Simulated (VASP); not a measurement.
Input of a VASP 6.6.1 run:

File INCAR:

```
SYSTEM = GaP
  ALGO = Normal
  EDIFF = 1E-6
  ENCUT = 520
  GGA = PE
  ISIF = 2
  ISMEAR = 0
  LASPH = .TRUE.
  LCHARG = .TRUE.
  LELF = .TRUE.
  LREAL = .FALSE.
  LVHAR = .TRUE.
  LWAVE = .FALSE.
  NBANDS = 26
  NELM = 100
  PREC = Accurate
  SIGMA = 0.02
```

File KPOINTS:

```
k-points
0
G
  3 3 3
  0 0 0
```

POSCAR

```
GaP
1.0
    1.9430151755      1.1218003346      6.4308101003
   -1.9430151755      1.1218003346      6.4308101003
    0.0000000000     -2.2436006692      6.4308101003
Ga P
2 2
Direct
    0.4353720000      0.4353720000      0.4353720000
    0.5646280000      0.5646280000      0.5646280000
    0.0573890000      0.0573890000      0.0573890000
    0.9426110000      0.9426110000      0.9426110000
```

Potentials or basis: VASP PAW PBE potentials, release 64 (Ga_d, P).

The run is started by

```bash
$ cat potpaw_PBE.64/Ga_d/POTCAR potpaw_PBE.64/P/POTCAR > POTCAR
$ mpirun -np 1 vasp_std > vasp.out
```

(1) Predict the pressure.

(2) What does it give for the largest force?

(3) Predict the band gap on the k mesh.

## Answers

(1) 0.7 GPa.

(2) 0.082 eV/Å.

(3) 1.09 eV, indirect (least direct gap 1.11 eV).

Caveat: the k points lie up to 0.63 Å⁻¹ apart.
